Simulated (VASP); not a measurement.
## ZnCu: single point with HSE06

Crystal: ZnCu.

```
Zn Cu
1.0
     2.96523    0.00000    0.00000
     0.00000    2.96523    0.00000
     0.00000    0.00000    2.96523
Zn Cu
1 1
Direct
  0.50000 0.50000 0.50000
  0.00000 0.00000 0.00000
```

| Item | Value |
| --- | --- |
| Program | VASP 6.6.1 |
| Task | single point |
| Functional | HSE06 |
| Potentials or basis | VASP PAW PBE potentials, release 64 (Zn, Cu) |
| Cutoff | 520 eV |
| k mesh | 8 × 8 × 8 |
| Occupations | gaussian, width 0.05 eV |
| Spin | no spin polarisation |

```yaml
Pressure: 0.5 GPa
Band_gap_on_the_k_mesh: zero (an odd number of electrons rules out a gap without spin polarisation)
```

Levels at points of the mesh, in eV from the Fermi level:
```csv
k point,band 9,band 10,band 11,band 12,band 13,band 14
"(0.00, 0.00, 0.00)",-3.58,-3.58,-3.58,7.46,7.46,7.46
"(0.50, 0.00, 0.00)",-4.13,-4.13,-3.65,-2.56,13.15,13.15
"(0.50, 0.50, 0.00)",-3.75,-3.40,-1.57,-1.57,2.46,2.98
"(0.50, 0.50, 0.50)",-3.38,-3.38,5.13,5.24,5.24,5.24
```

Wall time 32 min on 4 MPI ranks on Intel(R) Xeon(R) 6975P-C (Granite Rapids) (shared host), peak memory 0.26 GiB a rank.

Caveat: the PAW data sets were made with another functional, which shifts forces and pressure a little.
